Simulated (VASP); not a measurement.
# Be2C (Fm-3m) in VASP: notebook

The runs below take Be2C through single point, with PBE, PBEsol.

All numbers are computed with VASP 6.6.1; they aren't measurements. Logs are shortened: lines on timing, memory, paths and dates and some standing lists are left out, and cuts for length are marked.

### 1 The cell of the first run

It takes space group Fm-3m (No. 225, cubic). The conventional cell has a = 4.345 Å, b = 4.345 Å, c = 4.345 Å, α = 90.00°, β = 90.00°, γ = 90.00°. Within 2.5 Å of Be (site symmetry -43m) lie 4 C at 1.88 Å and 6 Be at 2.17 Å. Within 2.5 Å of C (site symmetry m-3m) lie 8 Be at 1.88 Å.

### 2 Single point, PBE

File INCAR:

```
ALGO     = Normal         # electronic algorithm
EDIFF    = 1E-6           # SCF threshold, eV
ENCUT    = 600            # plane-wave cutoff, eV
GGA      = PE             # functional
GGA_COMPAT= F            
ISIF     = 2              # what is computed and relaxed
ISMEAR   = 1              # smearing method
LASPH    = T              # aspherical terms in the spheres
LCHARG   = F              # write CHGCAR
LREAL    = F              # projectors in reciprocal space
LWAVE    = F              # write WAVECAR
NBANDS   = 11             # bands
NELM     = 120            # most SCF steps
PREC     = Accurate       # precision mode
SIGMA    = 0.1            # smearing width, eV
```

File KPOINTS:

```
k-points
0
Gamma
  7 7 7
```

File POSCAR:

```
Be2C
1.0
    0.0000000000      2.1724960000      2.1724960000
    2.1724960000      0.0000000000      2.1724960000
    2.1724960000      2.1724960000      0.0000000000
Be C
2 1
Direct
    0.2500000000      0.2500000000      0.2500000000
    0.7500000000      0.7500000000      0.7500000000
    0.0000000000      0.0000000000      0.0000000000
```

Potentials or basis: VASP PAW PBE potentials, release 64 (Be, C).

The run is started by

```sh
cat potpaw_PBE.64/Be/POTCAR potpaw_PBE.64/C/POTCAR > POTCAR
mpirun -np 1 vasp_std > vasp.out
```

OUTCAR:

```text
EDIFF = 1E-6
   ENCUT = 600
   GGA = PE
   ISIF = 2
   ISMEAR = 1
   LASPH = T
   LREAL = F
   NELM = 120
   PREC = Accurate

 ion  position               nearest neighbor table
   1  0.250  0.250  0.250-   3 1.88   3 1.88   3 1.88   3 1.88   2 2.17   2 2.17   2 2.17   2 2.17
                             2 2.17   2 2.17
   2  0.750  0.750  0.750-   3 1.88   3 1.88   3 1.88   3 1.88   1 2.17   1 2.17   1 2.17   1 2.17
                             1 2.17   1 2.17
   3  0.000  0.000  0.000-   2 1.88   2 1.88   2 1.88   1 1.88   1 1.88   1 1.88   2 1.88   1 1.88

  LATTYP: Found a face centered cubic cell.
 ALAT       =     4.3449920000

  Lattice vectors:

 A1 = (   0.0000000000,   2.1724960000,   2.1724960000)
 A2 = (   2.1724960000,   0.0000000000,   2.1724960000)
 A3 = (   2.1724960000,   2.1724960000,   0.0000000000)

Analysis of symmetry for initial positions (statically):
=====================================================================
 Subroutine PRICEL returns:
 Original cell was already a primitive cell.

 Routine SETGRP: Setting up the symmetry group for a
 face centered cubic supercell.

 Subroutine GETGRP returns: Found 48 space group operations
 (whereof 48 operations were pure point group operations)
 out of a pool of 48 trial point group operations.

The static configuration has the point symmetry O_h .

Analysis of symmetry for dynamics (positions and initial velocities):
=====================================================================
 Subroutine PRICEL returns:
 Original cell was already a primitive cell.

 Routine SETGRP: Setting up the symmetry group for a
 face centered cubic supercell.

 Subroutine GETGRP returns: Found 48 space group operations
 (whereof 48 operations were pure point group operations)
 out of a pool of 48 trial point group operations.

The dynamic configuration has the point symmetry O_h .

 Subroutine INISYM returns: Found 48 space group operations
 (whereof 48 operations are pure point group operations),
 and found     1 'primitive' translations

----------------------------------------------------------------------------------------

                                     Primitive cell

  volume of cell :      20.5072

  direct lattice vectors                    reciprocal lattice vectors
     0.000000000  2.172496000  2.172496000    -0.230150021  0.230150021  0.230150021
     2.172496000  0.000000000  2.172496000     0.230150021 -0.230150021  0.230150021
     2.172496000  2.172496000  0.000000000     0.230150021  0.230150021 -0.230150021

  length of vectors
     3.072373307  3.072373307  3.072373307     0.398631530  0.398631530  0.398631530

  position of ions in fractional coordinates (direct lattice)
     0.250000000  0.250000000  0.250000000
     0.750000000  0.750000000  0.750000000
     0.000000000  0.000000000  0.000000000

  ion indices of the primitive-cell ions
   primitive index   ion index
                 1           1
                 2           2
                 3           3

----------------------------------------------------------------------------------------

 KPOINTS: k-points

Automatic generation of k-mesh.
 Grid dimensions read from file:
 generate k-points for:    7    7    7

 Generating k-lattice:

  Cartesian coordinates                     Fractional coordinates (reciprocal lattice)
    -0.032878574  0.032878574  0.032878574     0.142857143  0.000000000  0.000000000
     0.032878574 -0.032878574  0.032878574     0.000000000  0.142857143  0.000000000
     0.032878574  0.032878574 -0.032878574     0.000000000  0.000000000  0.142857143

  Length of vectors
     0.056947361  0.056947361  0.056947361

  Shift w.r.t. Gamma in fractional coordinates (k-lattice)
     0.000000000  0.000000000  0.000000000

 Subroutine IBZKPT returns following result:
 ===========================================

 Found     20 irreducible k-points:

 Following reciprocal coordinates:
            Coordinates               Weight
  0.000000  0.000000  0.000000      1.000000
  0.142857  0.000000  0.000000      8.000000
  0.285714  0.000000  0.000000      8.000000
  0.428571  0.000000  0.000000      8.000000
  0.142857  0.142857  0.000000      6.000000
  0.285714  0.142857  0.000000     24.000000
[... 12 lines left out ...]
 -0.428571  0.428571  0.142857     24.000000
 -0.285714  0.428571  0.142857     24.000000
   k-points           NKPTS =     20   k-points in BZ     NKDIM =     20   number of bands    NBANDS=     11
   number of dos      NEDOS =    301   number of ions     NIONS =      3
   total plane-waves  NPLWV =  21952
   dimension x,y,z NGX =    28 NGY =   28 NGZ =   28
   dimension x,y,z NGXF=    56 NGYF=   56 NGZF=   56
   ions per type =               2   1
   NGX,Y,Z   is equivalent  to a cutoff of  15.15, 15.15, 15.15 a.u.
   NGXF,Y,Z  is equivalent  to a cutoff of  30.30, 30.30, 30.30 a.u.
 SYSTEM =  unknown system
   PREC   = accura    normal or accurate (medium, high low for compatibility)
   ISTART =      0    job   : 0-new  1-cont  2-samecut
   ICHARG =      2    charge: 1-file 2-atom 10-const
   ISPIN  =      1    spin polarized calculation?
   LNONCOLLINEAR =      F non collinear calculations
   LSORBIT =      F    spin-orbit coupling
   LASPH  =      T    aspherical Exc in radial PAW
   ENCUT  =  600.0 eV  44.10 Ry    6.64 a.u.   6.14  6.14  6.14*2*pi/ulx,y,z
   NELM   =    120;   NELMIN=  2; NELMDL= -5     # of ELM steps
   EDIFF  = 0.1E-05   stopping-criterion for ELM
   LREAL  =      F    real-space projection
   EDIFFG = 0.1E-04   stopping-criterion for IOM
   NSW    =      0    number of steps for IOM
   IBRION =     -1    ionic relax: 0-MD 1-quasi-New 2-CG
   NFREE  =      0    steps in history (QN), initial steepest desc. (CG)
   ISIF   =      2    stress and relaxation
   ISYM   =      2    0-nonsym 1-usesym 2-fastsym
   POTIM  = 0.5000    time-step for ionic-motion
   TEBEG  =    0.0;   TEEND  =   0.0 temperature during run
   PSTRESS=    0.0 pullay stress
   NELECT =       8.0000    total number of electrons
   NUPDOWN=      -1.0000    fix difference up-down
   EMIN   =  10.00;   EMAX   =-10.00  energy-range for DOS
   EFERMI =   0.00;   METHOD = LEGACY
   ISMEAR =     1;   SIGMA  =   0.10  broadening in eV -4-tet -1-fermi 0-gaus
   EFERMI_NEDOS =   21; number of points for ismear=-14 and -15
   IALGO  =     38    algorithm
   IMIX   =      4    mixing-type and parameters
     AMIX     =   0.40;   BMIX     =  1.00
     AMIX_MAG =   1.60;   BMIX_MAG =  1.00
  volume/ion in A,a.u.               =       6.84        46.13
  Fermi-wavevector in a.u.,A,eV,Ry     =   1.196196  2.260484 19.468385  1.430886
  Thomas-Fermi vector in A             =   2.332143
   LORBIT       =      0    0 simple, 1 ext, 2 COOP (PROOUT), +10 PAW based schemes
   GGA     = PE    functional components
   LHFCALC =     F    Hartree Fock is set to
   AEXX    =    0.0000 exact exchange contribution
   IVDW    =     0    specifies the selected vdW correction
   LEPSILON=     F    determine dielectric tensor
   LRPA    =     F    only Hartree local field effects (RPA)
 non-spin polarized calculation
 Methfessel and Paxton  Order N= 1 SIGMA  =   0.10
  energy-cutoff  :      600.00
  volume of cell :       20.51
 maximum number of plane-waves:       701
 NGX is ok and might be reduce to    28
   NGX = 13   NGY = 13   NGZ = 13

 number of electron       8.0000000 magnetization

 Free energy of the ion-electron system (eV)
  ---------------------------------------------------
  ext. energy  EPLUGINS =         0.00000000
  ---------------------------------------------------
  free energy    TOTEN  =       -17.45411002 eV

  energy without entropy =      -17.45416073  energy(sigma->0) =      -17.45412692

 E-fermi :   7.7084     XC(G=0): -11.3957

 val. band max:        7.6242147562   @ k =   0.0000   0.0000   0.0000
 cond. band min:       9.0126486457   @ k =   0.4286   0.4286   0.0000
 fundamental gap:      1.3884338895
 Fermi energy:         7.7084028037

 k-point     1 :       0.0000    0.0000    0.0000
  band No.  band energies     occupation
      1      -7.3362      2.00000
      2       7.6242      2.00000
      3       7.6242      2.00000
      4       7.6242      2.00000
      5      11.7310      0.00000
      6      11.7310      0.00000
      7      11.7310      0.00000
      8      14.2539      0.00000
      9      20.7073      0.00000
     10      20.7073      0.00000
     11      20.7073      0.00000

 k-point     2 :       0.1429    0.0000    0.0000
  band No.  band energies     occupation
      1      -7.0135      2.00000
      2       5.3470      2.00000
      3       7.0817      2.00000
      4       7.0817      2.00000
      5      12.5100      0.00000
      6      12.5100      0.00000
      7      12.9668      0.00000
      8      15.0436      0.00000
      9      19.1440      0.00000
     10      19.1440      0.00000
     11      21.4572      0.00000

 k-point     3 :       0.2857    0.0000    0.0000
  band No.  band energies     occupation
      1      -6.0794      2.00000
      2       2.0290      2.00000
      3       6.2986      2.00000
      4       6.2986      2.00000
      5      13.0765      0.00000
      6      13.0765      0.00000
      7      13.8990      0.00000
      8      16.4789      0.00000
      9      19.1475      0.00000
     10      19.1475      0.00000
     11      23.1611      0.00000
[... 211 lines left out ...]
 k-point    19 :      -0.4286    0.4286    0.1429
  band No.  band energies     occupation
      1      -3.8641      2.00000
      2       1.1884      2.00000
      3       2.5287      2.00000
      4       2.5606      2.00000
      5      11.1824      0.00000
      6      14.5515      0.00000
      7      17.2988      0.00000
      8      20.3036      0.00000
      9      21.0393      0.00000
     10      22.3663      0.00000
     11      24.8114      0.00000

 k-point    20 :      -0.2857    0.4286    0.1429
  band No.  band energies     occupation
      1      -3.5452      2.00000
      2       0.8234      2.00000
      3       1.6406      2.00000
      4       2.9397      2.00000
      5      12.5211      0.00000
      6      16.0301      0.00000
      7      17.0998      0.00000
      8      17.9177      0.00000
      9      20.9567      0.00000
     10      21.2525      0.00000
     11      25.0291      0.00000

------------------------ aborting loop because EDIFF is reached ----------------------------------------

  FORCE on cell =-STRESS in cart. coord.  units (eV):
  Direction    XX          YY          ZZ          XY          YZ          ZX
  --------------------------------------------------------------------------------------
  -------------------------------------------------------------------------------------
  Total       -0.2590859     -0.2590859     -0.2590859      0.0000000      0.0000000     -0.0000000
  in kB      -20.2417231    -20.2417231    -20.2417231      0.0000000      0.0000000     -0.0000000
  external PRESSURE =     -20.2417231 kB  Pullay stress =       0.0000000 kB

 VOLUME and BASIS-vectors are now :
 -----------------------------------------------------------------------------
  energy-cutoff  :      600.00
  volume of cell :       20.51
      direct lattice vectors                 reciprocal lattice vectors
     0.000000000  2.172496000  2.172496000    -0.230150021  0.230150021  0.230150021
     2.172496000  0.000000000  2.172496000     0.230150021 -0.230150021  0.230150021
     2.172496000  2.172496000  0.000000000     0.230150021  0.230150021 -0.230150021

 POSITION                                       TOTAL-FORCE (eV/Angst)
 -----------------------------------------------------------------------------------
      1.08625      1.08625      1.08625         0.000000      0.000000      0.000000
      3.25874      3.25874      3.25874        -0.000000      0.000000     -0.000000
      0.00000      0.00000      0.00000        -0.000000     -0.000000      0.000000
 -----------------------------------------------------------------------------------
    total drift:                               -0.000000     -0.000000      0.000000

  FREE ENERGIE OF THE ION-ELECTRON SYSTEM (eV)
  ---------------------------------------------------
  free  energy   TOTEN  =       -17.4541100206 eV

  energy  without entropy=      -17.4541607312  energy(sigma->0) =      -17.45412692
```

Run time: 9.9 s. Hardware: 1 thread of Intel Xeon 8259CL, shared host; peak memory 0.14 GiB.

What came out:

- Free energy: -17.4541 eV
- Pressure: -2.0 GPa
- Band gap on the k mesh: 1.39 eV (least direct gap 4.11 eV)

Levels at points of the mesh, in eV from the valence-band top:
```csv
k point,band 1,band 2,band 3,band 4,band 5,band 6,band 7,band 8
"(0.00, 0.00, 0.00)",-14.96,0.00,0.00,0.00,4.11,4.11,4.11,6.63
```

Caveat: an odd mesh through Γ misses points on the zone boundary, where band edges can lie.

### 3 Single point, PBEsol

File INCAR:

```
PREC = Accurate
ENCUT = 600
EDIFF = 1E-6
ISMEAR = 1
SIGMA = 0.0165
LREAL = F
LASPH = T
NELM = 120
ALGO = Normal
ISIF = 2
LWAVE = F
LCHARG = F
GGA = PS
NBANDS = 11
ISYM = 0
GGA_COMPAT = F
```

File KPOINTS:

```
Automatic mesh
0
Gamma
  7 7 7
  0.5 0.5 0.5
```

POSCAR is that of step 2.

Potentials or basis: VASP PAW PBE potentials, release 64 (Be, C).

The run is started by

```sh
cat potpaw_PBE.64/Be/POTCAR potpaw_PBE.64/C/POTCAR > POTCAR
mpirun -np 1 vasp_std > vasp.out
```

It took 4.5 min on 1 thread of Intel Xeon 8259CL, shared host; peak memory 0.31 GiB.

Results (log left out):

```
Free energy            : -18.4078 eV
Pressure               : -4.2 GPa
Band gap on the k mesh : 1.60 eV (least direct gap 4.47 eV)
```

Levels at points of the mesh, in eV from the valence-band top:
| k point | band 1 | band 2 | band 3 | band 4 | band 5 | band 6 | band 7 | band 8 |
| --- | --- | --- | --- | --- | --- | --- | --- | --- |
| (0.50, 0.50, 0.50) | -11.93 | -8.54 | -1.65 | -1.65 | 5.09 | 5.09 | 7.07 | 9.80 |
| (0.50, 0.00, 0.00) | -11.93 | -8.54 | -1.65 | -1.65 | 5.09 | 5.09 | 7.07 | 9.80 |
| (0.00, 0.00, 0.50) | -11.93 | -8.54 | -1.65 | -1.65 | 5.09 | 5.09 | 7.07 | 9.80 |
| (0.00, 0.50, 0.00) | -11.93 | -8.54 | -1.65 | -1.65 | 5.09 | 5.09 | 7.07 | 9.80 |

Caveat: the cell stands under tension; the PAW data sets were made with another functional, which shifts forces and pressure a little; a shifted mesh leaves out Γ, where band edges can lie.
